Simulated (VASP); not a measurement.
# BW (Cmcm) in VASP: further runs, part 2 of 2

VASP 6.6.1. Earlier steps stand in the parts before.

## 3. Single point, LDA

Input file INCAR:

```
SYSTEM = BW
ALGO = Normal
EDIFF = 1E-6
ENCUT = 520
ISIF = 2
ISMEAR = -1
LASPH = .True.
LCHARG = .False.
LREAL = .False.
LWAVE = .False.
NBANDS = 25
NELM = 60
PREC = Accurate
SIGMA = 0.05
```

Input file KPOINTS:

```
k-points
0
Gamma
  8 8 8
  0 0 0
```

Input file POSCAR:

```
BW
1.0
    4.5261820000      0.0000000000      0.0000000000
   -3.4218233536      2.9626758908      0.0000000000
    0.0000000000      0.0000000000      3.0951270000
B W
2 2
Direct
    0.5610220000      0.4389780000      0.2500000000
    0.4389780000      0.5610220000      0.7500000000
    0.8553850000      0.1446150000      0.2500000000
    0.1446150000      0.8553850000      0.7500000000
```

Potentials or basis: VASP PAW LDA potentials, release 64 (B, W_sv).

Started as:

```sh
$ cat potpaw_LDA.64/B/POTCAR potpaw_LDA.64/W_sv/POTCAR > POTCAR
$ mpirun -np 1 vasp_std > vasp.out
```

OUTCAR:

```text
SYSTEM = BW
   EDIFF = 1E-6
   ENCUT = 520
   ISIF = 2
   ISMEAR = -1
   LASPH = .True.
   LREAL = .False.
   NELM = 60
   PREC = Accurate

 ion  position               nearest neighbor table
   1  0.561  0.439  0.250-   2 1.86   2 1.86   4 2.32   4 2.32   4 2.32   4 2.32   3 2.35   3 2.35
                             3 2.50
   2  0.439  0.561  0.750-   1 1.86   1 1.86   3 2.32   3 2.32   3 2.32   3 2.32   4 2.35   4 2.35
                             4 2.50
   3  0.855  0.145  0.250-   2 2.32   2 2.32   2 2.32   2 2.32   1 2.35   1 2.35   1 2.50   4 2.84
                             4 2.84   4 2.84   4 2.84   4 2.90   4 2.90
   4  0.145  0.855  0.750-   1 2.32   1 2.32   1 2.32   1 2.32   2 2.35   2 2.35   2 2.50   3 2.84
                             3 2.84   3 2.84   3 2.84   3 2.90   3 2.90

  LATTYP: Found a base centered orthorhombic cell.
 ALAT       =     3.1618122104
 B/A-ratio  =     2.6827117263
 C/A-ratio  =     0.9789091806

  Lattice vectors:

 A1 = (   4.5261820000,   0.0000000000,   0.0000000000)
 A2 = (  -3.4218233536,   2.9626758908,   0.0000000000)
 A3 = (   0.0000000000,   0.0000000000,   3.0951270000)

Analysis of symmetry for initial positions (statically):
=====================================================================
 Subroutine PRICEL returns:
 Original cell was already a primitive cell.

 Routine SETGRP: Setting up the symmetry group for a
 base centered orthorhombic supercell.

 Subroutine GETGRP returns: Found  8 space group operations
 (whereof  4 operations were pure point group operations)
 out of a pool of  8 trial point group operations.

The static configuration has the point symmetry C_2h.
 The point group associated with its full space group is D_2h.

Analysis of symmetry for dynamics (positions and initial velocities):
=====================================================================
 Subroutine PRICEL returns:
 Original cell was already a primitive cell.

 Routine SETGRP: Setting up the symmetry group for a
 base centered orthorhombic supercell.

 Subroutine GETGRP returns: Found  8 space group operations
 (whereof  4 operations were pure point group operations)
 out of a pool of  8 trial point group operations.

[... 128 lines left out ...]
  Thomas-Fermi vector in A             =   2.639097
   LORBIT       =      0    0 simple, 1 ext, 2 COOP (PROOUT), +10 PAW based schemes
   GGA     = CA    functional components
   LHFCALC =     F    Hartree Fock is set to
   AEXX    =    0.0000 exact exchange contribution
   IVDW    =     0    specifies the selected vdW correction
   LEPSILON=     F    determine dielectric tensor
   LRPA    =     F    only Hartree local field effects (RPA)
 non-spin polarized calculation
  energy-cutoff  :      520.00
  volume of cell :       41.50
 maximum number of plane-waves:      1131
 NGX is ok and might be reduce to    36
   NGX = 17   NGY = 17   NGZ = 11

 number of electron      34.0000004 magnetization

 Free energy of the ion-electron system (eV)
  ---------------------------------------------------
  ext. energy  EPLUGINS =         0.00000000
  ---------------------------------------------------
  free energy    TOTEN  =       -44.75671898 eV

  energy without entropy =      -44.74404186  energy(sigma->0) =      -44.75038042

 E-fermi :  12.0168     XC(G=0): -13.8486

 val. band max:       11.9907872242   @ k =   0.5000  -0.0000   0.0000
 cond. band min:      12.0183328245   @ k =   0.3750   0.2500   0.3750
 fundamental gap:      0.0275456003
 Fermi energy:        12.0168181279

 k-point     1 :       0.0000    0.0000    0.0000
  band No.  band energies     occupation
      1     -62.1409      2.00000
      2     -62.0329      2.00000
      3     -27.0702      2.00000
      4     -26.6794      2.00000
      5     -26.6737      2.00000
      6     -26.4495      2.00000
[... 661 lines left out ...]
     24      18.3748      0.00000
     25      19.1160      0.00000

 [... further k-points ...]

------------------------ aborting loop because EDIFF is reached ----------------------------------------

  FORCE on cell =-STRESS in cart. coord.  units (eV):
  Direction    XX          YY          ZZ          XY          YZ          ZX
  --------------------------------------------------------------------------------------
  -------------------------------------------------------------------------------------
  Total       -2.2173553     -2.0313772     -2.2239586      0.0805116      0.0000000      0.0000000
  in kB      -85.5955602    -78.4163333    -85.8504640      3.1079516      0.0000000      0.0000000
  external PRESSURE =     -83.2874525 kB  Pullay stress =       0.0000000 kB

 VOLUME and BASIS-vectors are now :
 -----------------------------------------------------------------------------
  energy-cutoff  :      520.00
  volume of cell :       41.50
      direct lattice vectors                 reciprocal lattice vectors
     4.526182000  0.000000000  0.000000000     0.220936763  0.255176942  0.000000000
    -3.421823354  2.962675891  0.000000000     0.000000000  0.337532702  0.000000000
     0.000000000  0.000000000  3.095127000     0.000000000  0.000000000  0.323088519

 POSITION                                       TOTAL-FORCE (eV/Angst)
 -----------------------------------------------------------------------------------
      1.03718      1.30055      0.77378        -0.037446      0.013958      0.000000
      0.06718      1.66213      2.32135         0.037446     -0.013958      0.000000
      3.37678      0.42845      0.77378        -0.001238      0.000462      0.000000
     -2.27242      2.53423      2.32135         0.001238     -0.000462     -0.000000
 -----------------------------------------------------------------------------------
    total drift:                                0.000000     -0.000000     -0.000000

  FREE ENERGIE OF THE ION-ELECTRON SYSTEM (eV)
  ---------------------------------------------------
  free  energy   TOTEN  =       -44.7567189836 eV

  energy  without entropy=      -44.7440418605  energy(sigma->0) =      -44.75038042
```

Run time: 37 s. Hardware: 1 thread of Intel Xeon 6975P-C (Granite Rapids), shared host; peak memory 0.22 GiB.

Results:

| Quantity | Value |
| --- | --- |
| Free energy | -44.7567 eV |
| Pressure | -8.3 GPa |
| Largest force | 0.040 eV/Å |
| Band gap on the k mesh | zero (bands 17 and 18 overlap by 4.05 eV) |

Forces in eV/Å, atoms in the order of the input:
```
B   -0.037  0.014  0.000
B    0.037 -0.014  0.000
W   -0.001  0.000  0.000
W    0.001  0.000  0.000
```

Caveat: the cell stands under tension; spin-orbit coupling is left out, which moves the levels of the heavy elements.
